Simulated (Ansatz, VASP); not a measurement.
One calculation of MgO, two programs

INCAR

```
SYSTEM = MgO
  PREC = Accurate
  ENCUT = 520
  EDIFF = 1E-6
  ISMEAR = 0
  SIGMA = 0.05
  LREAL = .FALSE.
  LASPH = .TRUE.
  NELM = 100
  ALGO = Normal
  ISIF = 2
  LWAVE = .FALSE.
  LCHARG = .FALSE.
  GGA = PE
  NBANDS = 26
```

The input KPOINTS:

```
regular mesh
0
G
  6 6 6
  0 0 0
```

The input POSCAR:

```
MgO
1.0
    1.4688622380      2.5441440255      2.6797873418
   -1.4688622380     -2.5441440255      2.6797873418
    4.4065867139     -2.5441440255      0.0000000000
Mg O
4 4
Direct
    0.5000000000      0.5000000000      0.0000000000
    0.2500000000      0.7500000000      0.5000000000
    0.7500000000      0.2500000000      0.5000000000
    0.0000000000      0.0000000000      0.0000000000
    0.7585099880      0.7414900120      0.3503533093
    0.5000000000      1.0000000000      0.8333333333
    0.0000000000      0.5000000000      0.8333333333
    0.2500000000      0.2500000000      0.3333333333
```

Input for Ansatz:

```yaml
crystal:
  lattice:
    - [1.468862238, 2.5441440255, 2.6797873418]
    - [-1.468862238, -2.5441440255, 2.6797873418]
    - [4.4065867139, -2.5441440255, 0.0]
  atoms:
    - { symbol: Mg, position: [0.5, 0.5, 0.0] }
    - { symbol: Mg, position: [0.25, 0.75, 0.5] }
    - { symbol: Mg, position: [0.75, 0.25, 0.5] }
    - { symbol: Mg, position: [0.0, 0.0, 0.0] }
    - { symbol: O, position: [0.758509988, 0.741490012, 0.3503533093] }
    - { symbol: O, position: [0.5, 1.0, 0.8333333333] }
    - { symbol: O, position: [0.0, 0.5, 0.8333333333] }
    - { symbol: O, position: [0.25, 0.25, 0.3333333333] }
basis:
  ecutwfc: 420
kpoints:
  mp_grid: { grid: [6, 6, 6] }
hamiltonian:
  xc: pbe
scf:
  occupations: { method: gaussian, width: 0.05 }
output:
  forces: true
  stress: true
  eigenvalues: true
```

Alike in both runs: task single point; functional PBE; k mesh 6 × 6 × 6; occupations gaussian, width 0.05 eV; no spin polarisation.

```csv
,VASP,Ansatz
version,VASP 6.6.1,Ansatz 0.2.0
potentials or method,"VASP PAW PBE potentials, release 64 (Mg, O), cutoff 520 eV","scalar-relativistic, plane waves, PAW"
valence electrons in the cell,32,64
```

VASP gave:

```
gap on the k mesh at the Fermi level (eV)                     : 3.00
least direct gap on the mesh (eV)                             : 3.04
pressure (GPa)                                                : -0.5
traceless stress, the component that is largest in VASP (GPa) : 0.17
rms of the force components (eV/Å)                            : 0.193
```

Question: Which values does Ansatz return?

Answer: gap on the k mesh at the Fermi level (eV): 3.02; least direct gap on the mesh (eV): 3.06; pressure (GPa): 0.2; traceless stress, the component that is largest in VASP (GPa): 0.13; rms of the force components (eV/Å): 0.191.

Atom by atom the forces differ by 0.002 eV/Å (rms over components). The functional is the same, so the differences come from potentials, cutoffs and numerics. VASP's potentials hold 32 valence electrons a cell and Ansatz's 64, so a difference there can come from the potentials and not from the codes.
